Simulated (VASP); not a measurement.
A run of VASP 6.6.1 is set up as follows.

INCAR

```
ALGO = Fast
EDIFF = 1E-6
ENCUT = 520
GGA = PE
ISIF = 2
ISMEAR = 0
IVDW = 12
LASPH = True
LCHARG = False
LREAL = False
LWAVE = False
NBANDS = 8
NELM = 60
PREC = Accurate
SIGMA = 0.15
```

File KPOINTS:

```
k-points
0
Gamma
  26 26 26
```

Contents of POSCAR:

```
Al
1.0
    0.0000000000      2.1506718558      2.0710173426
    2.1506718558      0.0000000000      2.0710173426
    2.1506718558      2.1506718558      0.0000000000
Al
1
Direct
    0.0000000000      0.0000000000      0.0000000000
```

Potentials or basis: VASP PAW PBE potentials, release 64 (Al).

Launch:

```sh
$ cat potpaw_PBE.64/Al/POTCAR > POTCAR
$ mpirun -np 1 vasp_std > vasp.out
```

Q: Estimate the dispersion energy per atom.

A: -0.288 eV.

Q: Predict the pressure.

A: -10.6 GPa.

Stress tensor (GPa, compression positive):
```
-10.95   0.00   0.00
  0.00 -10.95   0.00
  0.00   0.00  -9.88
```

Caveat: the cell differs from its parent crystal (strain +0.080 along x and y, +0.040 along z); pairwise dispersion overbinds metals, which lowers pressure and volume.
